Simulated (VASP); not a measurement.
Input of a VASP 6.6.1 run:

Contents of INCAR:

```
SYSTEM = BiIr
PREC = Accurate
ENCUT = 520
EDIFF = 1E-8
ISMEAR = -1
SIGMA = 0.08
LREAL = .False.
LASPH = .True.
NELM = 80
ALGO = Normal
ISIF = 2
LWAVE = .False.
LCHARG = .False.
GGA = PE
LEFG = .True.
NBANDS = 19
```

Contents of KPOINTS:

```
Automatic mesh
0
Gamma
  12 12 12
  0 0 0
```

Contents of POSCAR:

```
BiIr
1.0
    0.0562507494      2.8406628450      2.8406628450
    2.8406628450      0.0562507494      2.8406628450
    2.8406628450      2.8406628450      0.0562507494
Ir Bi
1 1
Direct
    0.0000000000      0.0000000000      0.0000000000
    0.5000000000      0.5000000000      0.5000000000
```

Potentials or basis: VASP PAW PBE potentials, release 64 (Ir, Bi_d).

The run is started by

```bash
$ cat potpaw_PBE.64/Ir/POTCAR potpaw_PBE.64/Bi_d/POTCAR > POTCAR
$ mpirun -np 1 vasp_std > vasp.out
```

What does it give for the pressure?

0.1 GPa.

Estimate the band gap on the k mesh.

zero (band 12 reaches 9.76 eV, above the bottom of band 13 at 7.35 eV).

Electric field gradients, principal values (V/Å²):
```
atom   least  middle  greatest (by size)
1 Ir   4.259   4.259              -8.519
2 Bi  10.108  10.108             -20.216
```

Caveat: the cell differs from its parent crystal (equal xy, yz and zx shear strains of +2 %); without QUAD_EFG the Cq values of the log hold for a quadrupole moment of 1 mb, not for the nuclei; spin-orbit coupling is left out, which moves the levels of the heavy elements.
